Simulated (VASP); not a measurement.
Write the native input for VASP 6.6.1 that does the following.

- Task: single point
- Functional: PBEsol
- Potentials or basis: VASP PAW PBE potentials, release 64 (C)
- Cutoff: 520 eV
- k mesh: 6 × 6 × 6
- Occupations: gaussian, width 0.05 eV
- Spin: no spin polarisation
- Dipole correction: no
- Further INCAR settings: LREAL = Auto; ALGO = Normal; EDIFF = 1e-06; NBANDS = 43

The structure of C (a cell with a defect) lies in POSCAR:

```
C
1.0
    0.0000000000      3.5537981836     -3.5537981836
   -3.5537981836      0.0000000000     -3.5537981836
   -3.5537981836      3.5537981836      0.0000000000
C
15
Direct
    0.2500000000      0.7500000000      0.2500000000
    0.7500000000      0.2500000000      0.2500000000
    0.2500000000      0.2500000000      0.2500000000
    0.7500000000      0.7500000000      0.7500000000
    0.2500000000      0.7500000000      0.7500000000
    0.7500000000      0.2500000000      0.7500000000
    0.2500000000      0.2500000000      0.7500000000
    0.8750000000      0.3750000000      0.3750000000
    0.3750000000      0.3750000000      0.3750000000
    0.8504181863      0.8504181863      0.4710386275
    0.3750000000      0.8750000000      0.3750000000
    0.8750000000      0.3750000000      0.8750000000
    0.3750000000      0.3750000000      0.8750000000
    0.8750000000      0.8750000000      0.8750000000
    0.3750000000      0.8750000000      0.8750000000
```

This cell differs from its parent crystal: atoms taken out, atom 10 moved -0.125 of the way to it and +0.350 Å across, host rigid.

These files were run (other wordings do the same):

INCAR

```
SYSTEM = C
ALGO     = Normal         ! electronic algorithm
EDIFF    = 1E-6           ! SCF threshold, eV
ENCUT    = 520            ! plane-wave cutoff, eV
GGA      = PS             ! functional
ISIF     = 2              ! what is computed and relaxed
ISMEAR   = 0              ! smearing method
LASPH    = .TRUE.         ! aspherical terms in the spheres
LCHARG   = .FALSE.        ! write CHGCAR
LREAL    = Auto         
LWAVE    = .FALSE.        ! write WAVECAR
NBANDS   = 43             ! bands
NELM     = 100            ! most SCF steps
PREC     = Accurate       ! precision mode
SIGMA    = 0.05           ! smearing width, eV
```

KPOINTS

```
k-points
0
G
  6 6 6
  0 0 0
```

Potentials or basis: VASP PAW PBE potentials, release 64 (C).

Run with:

```sh
$ cat potpaw_PBE.64/C/POTCAR > POTCAR
$ mpirun -np 1 vasp_std > vasp.out
```

Results of the run:

- Pressure: 9.5 GPa
- Largest force: 29.551 eV/Å
- Band gap on the k mesh: zero (bands 30 and 31 overlap by 1.57 eV)

Caveat: the cell differs from its parent crystal (atoms taken out, atom 10 moved -0.125 of the way to it and +0.350 Å across, host rigid); the PAW data sets were made with another functional, which shifts forces and pressure a little.

It took 8.7 min on 1 thread of AMD EPYC 7R43 64-Core Processor (Zen 3) (shared host), peak memory 0.28 GiB.
